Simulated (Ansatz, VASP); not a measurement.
Ag: VASP beside Ansatz

File INCAR:

```
SYSTEM = Ag
PREC     = Accurate       ! precision mode
ENCUT    = 500            ! plane-wave cutoff, eV
EDIFF    = 1E-7           ! SCF threshold, eV
ISMEAR   = 0              ! smearing method
SIGMA    = 0.1            ! smearing width, eV
LREAL    = .FALSE.        ! projectors in reciprocal space
LASPH    = .TRUE.         ! aspherical terms in the spheres
NELM     = 120            ! most SCF steps
ALGO     = Normal         ! electronic algorithm
ISIF     = 3              ! what is computed and relaxed
LWAVE    = .FALSE.        ! write WAVECAR
LCHARG   = .FALSE.        ! write CHGCAR
GGA      = PE             ! functional
IBRION   = 2              ! ionic algorithm
NSW      = 50             ! ionic steps
EDIFFG   = -0.003         ! ionic threshold
GGA_COMPAT= .FALSE.      
NELMIN   = 4
```

File KPOINTS:

```
regular mesh
0
G
  18 18 18
  0 0 0
```

File POSCAR:

```
Ag
1.0
    0.0000000000      2.0820904717      2.0820904717
    2.0820904717      0.0000000000      2.0820904717
    2.0820904717      2.0820904717      0.0000000000
Ag
1
Direct
    0.0000000000      0.0000000000      0.0000000000
```

Input for Ansatz:

```yaml
crystal:
  lattice:
    - [0.0, 2.0820904717, 2.0820904717]
    - [2.0820904717, 0.0, 2.0820904717]
    - [2.0820904717, 2.0820904717, 0.0]
  atoms:
    - { symbol: Ag, position: [0.0, 0.0, 0.0] }
basis: {}
kpoints:
  mp_grid: { grid: [18, 18, 18] }
hamiltonian:
  xc: pbe
  pseudopotentials: { kind: all_electron, lapw: {} }
scf:
  occupations: { method: gaussian, width: 0.1 }
output:
  forces: true
  stress: true
  eigenvalues: true
relax:
  adjacent_minimum: "off"
  f_tol: 0.003
  max_steps: 30
  cell: { stress_tol: 0.03 }
```

Alike in both runs: task relaxation of cell and atoms; functional PBE; k mesh 18 × 18 × 18; occupations gaussian, width 0.1 eV; no spin polarisation.

```csv
,VASP,Ansatz
version,VASP 6.6.1,Ansatz 0.2.0
potentials or method,"VASP PAW PBE potentials, release 64 (Ag), cutoff 500 eV","scalar-relativistic, all-electron LAPW"
```

Ansatz gave:

- gap on the k mesh at the Fermi level, each at its own relaxed structure (eV): none
- relaxed volume (Å³/atom): 17.84
- relaxed cell length with the largest relative difference (Å): 2.933

Question: What did VASP give for the same quantities?

Answer: gap on the k mesh at the Fermi level, each at its own relaxed structure (eV): none; relaxed volume (Å³/atom): 17.82; relaxed cell length with the largest relative difference (Å): 2.932.

A gap of «none» marks a metal or a gap that the smearing closes. Ansatz ran all-electron here, and VASP with PAW potentials.
